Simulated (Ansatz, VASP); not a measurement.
MgVS3: VASP beside Ansatz

The input INCAR:

```
SYSTEM = MgVS3
PREC     = Accurate       ! precision mode
ENCUT    = 520            ! plane-wave cutoff, eV
EDIFF    = 1E-7           ! SCF threshold, eV
ISMEAR   = 0              ! smearing method
SIGMA    = 0.1            ! smearing width, eV
LREAL    = .False.        ! projectors in reciprocal space
LASPH    = .True.         ! aspherical terms in the spheres
NELM     = 150            ! most SCF steps
ALGO     = Normal         ! electronic algorithm
ISIF     = 2              ! what is computed and relaxed
LWAVE    = .False.        ! write WAVECAR
LCHARG   = .True.         ! write CHGCAR
ISPIN    = 2              ! spin polarisation
MAGMOM   = 0 2 0 0 0      ! initial moments
LORBIT   = 11             ! projections on sites
LMAXMIX  = 4              ! l up to which the mixer works
GGA      = PE             ! functional
LELF     = .True.         ! ELF
LVHAR    = .True.       
NBANDS   = 28             ! bands
```

File KPOINTS:

```
regular mesh
0
Gamma
  4 4 4
  0 0 0
```

The input POSCAR:

```
MgVS3
1.0
    4.5556532600      0.0000000000      0.0000000000
    0.0000000000      4.5556532600      0.0000000000
    0.0000000000      0.0000000000      4.5556532600
Mg V S
1 1 3
Direct
    0.5000000000      0.5000000000      0.5000000000
    0.0000000000      0.0000000000      0.0000000000
    0.5000000000      0.0000000000      0.0000000000
    0.0000000000      0.5000000000      0.0000000000
    0.0000000000      0.0000000000      0.5000000000
```

Input for Ansatz:

```yaml
crystal:
  lattice:
    - [4.55565326, 0.0, 0.0]
    - [0.0, 4.55565326, 0.0]
    - [0.0, 0.0, 4.55565326]
  atoms:
    - { symbol: Mg, position: [0.5, 0.5, 0.5] }
    - { symbol: V, position: [0.0, 0.0, 0.0], spin: 2.0 }
    - { symbol: S, position: [0.5, 0.0, 0.0] }
    - { symbol: S, position: [0.0, 0.5, 0.0] }
    - { symbol: S, position: [0.0, 0.0, 0.5] }
basis:
  ecutwfc: 420
kpoints:
  mp_grid: { grid: [4, 4, 4] }
hamiltonian:
  xc: pbe
scf:
  occupations: { method: gaussian, width: 0.1 }
  lower_state_search: "off"
output:
  forces: true
  stress: true
  eigenvalues: true
  populations: true
magnetization:
  spin_polarized: true
```

Alike in both runs: task single point; functional PBE; k mesh 4 × 4 × 4; occupations gaussian, width 0.1 eV; collinear spin.

|  | VASP | Ansatz |
| --- | --- | --- |
| version | VASP 6.6.1 | Ansatz 0.2.0 |
| potentials or method | VASP PAW PBE potentials, release 64 (Mg, V_sv, S), cutoff 520 eV | scalar-relativistic, plane waves, PAW |
| valence electrons in the cell | 33 | 41 |

|  | VASP | Ansatz | Ansatz less VASP |
| --- | --- | --- | --- |
| gap on the k mesh at the Fermi level (eV) | none | none | - |
| pressure (GPa) | 2.2 | 2.4 | +0.16 |
| net moment per atom (μB) | 0.00 | 0.05 | +0.051 |
| size of the moment on the site where the two differ most (μB) | 0.00 | 0.33 | +0.323 |

Site moments also hang on the region over which each program counts them. A gap of «none» marks a metal or a gap that the smearing closes. VASP's potentials hold 33 valence electrons a cell and Ansatz's 41, so a difference there can come from the potentials and not from the codes.
